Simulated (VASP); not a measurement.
A run of VASP 6.6.1 is set up as follows.

INCAR

```
SYSTEM = Si2C
PREC = Accurate ; ENCUT = 600
EDIFF = 1E-6 ; ISMEAR = 0
SIGMA = 0.1 ; LREAL = .FALSE.
LASPH = .TRUE. ; NELM = 100
ALGO = Normal ; ISIF = 3
LWAVE = .FALSE. ; LCHARG = .FALSE.
GGA = PE ; IBRION = 2
NSW = 100 ; EDIFFG = -0.01
```

Contents of KPOINTS:

```
Automatic mesh
0
G
  8 8 14
  0 0 0
```

Contents of POSCAR:

```
Si2C
1.0
    5.0270469544      0.0000000000      0.0000000000
    0.0000000000      5.0270469544      0.0000000000
    0.0000000000      0.0000000000      2.8955251551
Si C
4 2
Direct
    0.3022651039      0.3022651039      0.0000000000
    0.1977348961      0.8022651039      0.5000000000
    0.6977348961      0.6977348961      0.0000000000
    0.8022651039      0.1977348961      0.5000000000
    0.0000000000      0.0000000000      0.0000000000
    0.5000000000      0.5000000000      0.5000000000
```

Potentials or basis: VASP PAW PBE potentials, release 64 (Si, C).

Run with:

```bash
$ cat potpaw_PBE.64/Si/POTCAR potpaw_PBE.64/C/POTCAR > POTCAR
$ mpirun -np 1 vasp_std > vasp.out
```

What does it give for the relaxed volume?

12.33 Å³/atom.

What does it give for the relaxed cell?

a = 5.064 Å, b = 5.064 Å, c = 2.886 Å, α = 90.00°, β = 90.00°, γ = 90.00°.

Estimate the space group after relaxing (to 0.1 Å).

P4_2/mnm (No. 136).

The path:
```
step  energy change (eV)  largest force (eV/Å)  pressure (GPa)  volume (Å³)
   1              0.0000                0.0131            0.55        73.17
   2             -0.0021                0.0586           -0.12        73.62
   3             -0.0021                0.0599           -0.12        73.63
   4             -0.0028                0.0469            0.03        73.61
   5             -0.0033                0.0225            0.35        73.56
   6             -0.0038                0.0155            0.23        73.71
   7             -0.0041                0.0007           -0.02        74.00
```

Caveat: the highest band is partly filled, so the run has too few bands.
